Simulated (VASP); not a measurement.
# TiO (P-62m) in VASP: further runs, part 2 of 3

VASP 6.6.1.

### Step 3. Single point, PBEsol

File INCAR:

```
SYSTEM = TiO
ALGO = Normal
EDIFF = 1E-7
ENCUT = 520
GGA = PS
ISIF = 2
ISMEAR = 0
LASPH = .True.
LCHARG = .True.
LELF = .True.
LREAL = .False.
LVHAR = .True.
LWAVE = .False.
NBANDS = 36
NELM = 100
PREC = Accurate
SIGMA = 0.01
```

File KPOINTS:

```
k-points
0
Gamma
  12 12 12
  0 0 0
```

File POSCAR:

```
TiO
1.0
    4.9890877720      0.0000000000      0.0000000000
   -2.4945438860      4.3206767523      0.0000000000
    0.0000000000      0.0000000000      2.8733134400
Ti O
3 3
Direct
    0.6666666667      0.3333333333      0.5000000000
    0.3333333333      0.6666666667      0.5000000000
    0.0000000000      0.0000000000      0.0000000000
    0.6055592400      0.6055592400      0.0000000000
    0.3944407600      0.0000000000      0.0000000000
    0.0000000000      0.3944407600      0.0000000000
```

Potentials or basis: VASP PAW PBE potentials, release 64 (Ti_sv, O).

Started as:

```bash
$ cat potpaw_PBE.64/Ti_sv/POTCAR potpaw_PBE.64/O/POTCAR > POTCAR
$ mpirun -np 1 vasp_std > vasp.out
```

OUTCAR:

```text
SYSTEM = TiO
   EDIFF = 1E-7
   ENCUT = 520
   GGA = PS
   ISIF = 2
   ISMEAR = 0
   LASPH = .True.
   LREAL = .False.
   NELM = 100
   PREC = Accurate

 ion  position               nearest neighbor table
   1  0.667  0.333  0.500-   6 2.10   6 2.10   5 2.10   5 2.10   4 2.10   4 2.10   2 2.88   2 2.88
                             2 2.88
   2  0.333  0.667  0.500-   5 2.10   5 2.10   6 2.10   6 2.10   4 2.10   4 2.10   1 2.88   1 2.88
                             1 2.88
   3  0.000  0.000  0.000-   5 1.97   4 1.97   6 1.97
   4  0.606  0.606  0.000-   3 1.97   2 2.10   2 2.10   1 2.10   1 2.10
   5  0.394  0.000  0.000-   3 1.97   2 2.10   2 2.10   1 2.10   1 2.10
   6  0.000  0.394  0.000-   3 1.97   1 2.10   1 2.10   2 2.10   2 2.10

  LATTYP: Found a hexagonal cell.
 ALAT       =     4.9890877720
 C/A-ratio  =     0.5759196012

  Lattice vectors:

 A1 = (   4.9890877720,   0.0000000000,   0.0000000000)
 A2 = (  -2.4945438860,   4.3206767523,   0.0000000000)
 A3 = (   0.0000000000,   0.0000000000,   2.8733134400)

Analysis of symmetry for initial positions (statically):
=====================================================================
 Subroutine PRICEL returns:
 Original cell was already a primitive cell.

 Routine SETGRP: Setting up the symmetry group for a
 hexagonal supercell.

 Subroutine GETGRP returns: Found 12 space group operations
 (whereof 12 operations were pure point group operations)
 out of a pool of 24 trial point group operations.

The static configuration has the point symmetry D_3h.

Analysis of symmetry for dynamics (positions and initial velocities):
=====================================================================
 Subroutine PRICEL returns:
 Original cell was already a primitive cell.

 Routine SETGRP: Setting up the symmetry group for a
 hexagonal supercell.

 Subroutine GETGRP returns: Found 12 space group operations
 (whereof 12 operations were pure point group operations)
 out of a pool of 24 trial point group operations.

The dynamic configuration has the point symmetry D_3h.

 Subroutine INISYM returns: Found 12 space group operations
 (whereof 12 operations are pure point group operations),
 and found     1 'primitive' translations

----------------------------------------------------------------------------------------

                                     Primitive cell

  volume of cell :      61.9378

  direct lattice vectors                    reciprocal lattice vectors
     4.989087772  0.000000000  0.000000000     0.200437444  0.115722612  0.000000000
    -2.494543886  4.320676752  0.000000000     0.000000000  0.231445224  0.000000000
     0.000000000  0.000000000  2.873313440     0.000000000  0.000000000  0.348030252

  length of vectors
     4.989087772  4.989087772  2.873313440     0.231445224  0.231445224  0.348030252

  position of ions in fractional coordinates (direct lattice)
     0.666666667  0.333333333  0.500000000
     0.333333333  0.666666667  0.500000000
     0.000000000  0.000000000  0.000000000
     0.605559240  0.605559240  0.000000000
     0.394440760  0.000000000  0.000000000
     0.000000000  0.394440760  0.000000000

  ion indices of the primitive-cell ions
   primitive index   ion index
                 1           1
                 2           2
[... 26 lines left out ...]
 Subroutine IBZKPT returns following result:
 ===========================================

 Found    133 irreducible k-points:

 Following reciprocal coordinates:
            Coordinates               Weight
  0.000000  0.000000  0.000000      1.000000
  0.083333  0.000000  0.000000      6.000000
  0.166667  0.000000  0.000000      6.000000
  0.250000  0.000000  0.000000      6.000000
  0.333333  0.000000  0.000000      6.000000
  0.416667  0.000000  0.000000      6.000000
[... 16 lines left out ...]
  0.250000  0.000000  0.083333     12.000000
  0.333333  0.000000  0.083333     12.000000
 [... further k-points ...]
   k-points           NKPTS =    133   k-points in BZ     NKDIM =    133   number of bands    NBANDS=     36
   number of dos      NEDOS =    301   number of ions     NIONS =      6
   total plane-waves  NPLWV =  38400
   dimension x,y,z NGX =    40 NGY =   40 NGZ =   24
   dimension x,y,z NGXF=    80 NGYF=   80 NGZF=   48
   ions per type =               3   3
   NGX,Y,Z   is equivalent  to a cutoff of  13.33, 13.33, 13.89 a.u.
   NGXF,Y,Z  is equivalent  to a cutoff of  26.66, 26.66, 27.77 a.u.
 SYSTEM =  TiO
   PREC   = accura    normal or accurate (medium, high low for compatibility)
   ISTART =      0    job   : 0-new  1-cont  2-samecut
   ICHARG =      2    charge: 1-file 2-atom 10-const
   ISPIN  =      1    spin polarized calculation?
   LNONCOLLINEAR =      F non collinear calculations
   LSORBIT =      F    spin-orbit coupling
   LASPH  =      T    aspherical Exc in radial PAW
   ENCUT  =  520.0 eV  38.22 Ry    6.18 a.u.   9.28  9.28  5.34*2*pi/ulx,y,z
   NELM   =    100;   NELMIN=  2; NELMDL= -5     # of ELM steps
   EDIFF  = 0.1E-06   stopping-criterion for ELM
   LREAL  =      F    real-space projection
   EDIFFG = 0.1E-05   stopping-criterion for IOM
   NSW    =      0    number of steps for IOM
   IBRION =     -1    ionic relax: 0-MD 1-quasi-New 2-CG
   NFREE  =      0    steps in history (QN), initial steepest desc. (CG)
   ISIF   =      2    stress and relaxation
   ISYM   =      2    0-nonsym 1-usesym 2-fastsym
   POTIM  = 0.5000    time-step for ionic-motion
   TEBEG  =    0.0;   TEEND  =   0.0 temperature during run
   PSTRESS=    0.0 pullay stress
   NELECT =      54.0000    total number of electrons
   NUPDOWN=      -1.0000    fix difference up-down
   EMIN   =  10.00;   EMAX   =-10.00  energy-range for DOS
   EFERMI =   0.00;   METHOD = LEGACY
   ISMEAR =     0;   SIGMA  =   0.01  broadening in eV -4-tet -1-fermi 0-gaus
   EFERMI_NEDOS =   21; number of points for ismear=-14 and -15
   IALGO  =     38    algorithm
   IMIX   =      4    mixing-type and parameters
     AMIX     =   0.40;   BMIX     =  1.00
     AMIX_MAG =   1.60;   BMIX_MAG =  1.00
  volume/ion in A,a.u.               =      10.32        69.66
  Fermi-wavevector in a.u.,A,eV,Ry     =   1.563942  2.955423 33.278709  2.445916
  Thomas-Fermi vector in A             =   2.666639
   LORBIT       =      0    0 simple, 1 ext, 2 COOP (PROOUT), +10 PAW based schemes
   GGA     = PS    functional components
   LHFCALC =     F    Hartree Fock is set to
   AEXX    =    0.0000 exact exchange contribution
   IVDW    =     0    specifies the selected vdW correction
   LEPSILON=     F    determine dielectric tensor
   LRPA    =     F    only Hartree local field effects (RPA)
 non-spin polarized calculation
 Gauss-broadening in eV      SIGMA  =   0.01
  energy-cutoff  :      520.00
  volume of cell :       61.94
 maximum number of plane-waves:      1691
 NGX is ok and might be reduce to    40
   NGX = 19   NGY = 19   NGZ = 11

 number of electron      54.0000004 magnetization

 Free energy of the ion-electron system (eV)
  ---------------------------------------------------
  ext. energy  EPLUGINS =         0.00000000
  ---------------------------------------------------
  free energy    TOTEN  =       -56.84685796 eV

  energy without entropy =      -56.84682500  energy(sigma->0) =      -56.84684148

 E-fermi :  10.5712     XC(G=0): -12.6928

 val. band max:       10.5605176789   @ k =   0.1667   0.0833   0.4167
 cond. band min:      10.5956837335   @ k =   0.1667   0.0000   0.1667
 fundamental gap:      0.0351660546
 Fermi energy:        10.5712338084

 k-point     1 :       0.0000    0.0000    0.0000
  band No.  band energies     occupation
      1     -47.5100      2.00000
      2     -47.4286      2.00000
      3     -46.9601      2.00000
      4     -24.0766      2.00000
      5     -24.0766      2.00000
      6     -23.7798      2.00000
[... 925 lines left out ...]
     35      12.4578      0.00000
     36      12.6811      0.00000

 [... further k-points ...]
[... 5 lines left out ...]
  --------------------------------------------------------------------------------------
  -------------------------------------------------------------------------------------
  Total       -1.7004970     -1.7004970     -2.4686719      0.0000000      0.0000000      0.0000000
  in kB      -43.9876255    -43.9876255    -63.8583993      0.0000000      0.0000000      0.0000000
  external PRESSURE =     -50.6112168 kB  Pullay stress =       0.0000000 kB

 VOLUME and BASIS-vectors are now :
 -----------------------------------------------------------------------------
  energy-cutoff  :      520.00
  volume of cell :       61.94
      direct lattice vectors                 reciprocal lattice vectors
     4.989087772  0.000000000  0.000000000     0.200437444  0.115722612  0.000000000
    -2.494543886  4.320676752  0.000000000     0.000000000  0.231445224  0.000000000
     0.000000000  0.000000000  2.873313440     0.000000000  0.000000000  0.348030252

 POSITION                                       TOTAL-FORCE (eV/Angst)
 -----------------------------------------------------------------------------------
      2.49454      1.44023      1.43666        -0.000000      0.000000      0.000000
     -0.00000      2.88045      1.43666        -0.000000      0.000000      0.000000
      0.00000      0.00000      0.00000        -0.000000     -0.000000      0.000000
      1.51059      2.61643      0.00000         0.008122      0.014068     -0.000000
      1.96790      0.00000      0.00000        -0.016244     -0.000000     -0.000000
     -0.98395      1.70425      0.00000         0.008122     -0.014068      0.000000
 -----------------------------------------------------------------------------------
    total drift:                               -0.000001     -0.000002      0.000001

  FREE ENERGIE OF THE ION-ELECTRON SYSTEM (eV)
  ---------------------------------------------------
  free  energy   TOTEN  =       -56.8468579605 eV

  energy  without entropy=      -56.8468249973  energy(sigma->0) =      -56.84684148
```

It took 2.4 min on 1 thread of Intel Xeon 6975P-C (Granite Rapids), shared host; peak memory 0.35 GiB.

What came out:

| Quantity | Value |
| --- | --- |
| Free energy | -56.8469 eV |
| Pressure | -5.1 GPa |
| Largest force | 0.016 eV/Å |
| Band gap on the k mesh | zero (bands 27 and 28 overlap by 1.41 eV) |

Forces in eV/Å, atoms in the order of the input:
```
Ti   0.000  0.000  0.000
Ti   0.000  0.000  0.000
Ti   0.000  0.000  0.000
O    0.008  0.014  0.000
O   -0.016  0.000  0.000
O    0.008 -0.014  0.000
```

Stress tensor (GPa, compression positive):
```
-4.40  0.00  0.00
 0.00 -4.40  0.00
 0.00  0.00 -6.39
```

Caveat: the cell stands under tension; the PAW data sets were made with another functional, which shifts forces and pressure a little; semilocal functionals often make such compounds metallic where correlation or magnetic order opens a gap, which also shifts bond lengths.

[end of part 2 of 3]

The gap in the log of VASP goes by the Fermi energy; the results here count the filled bands.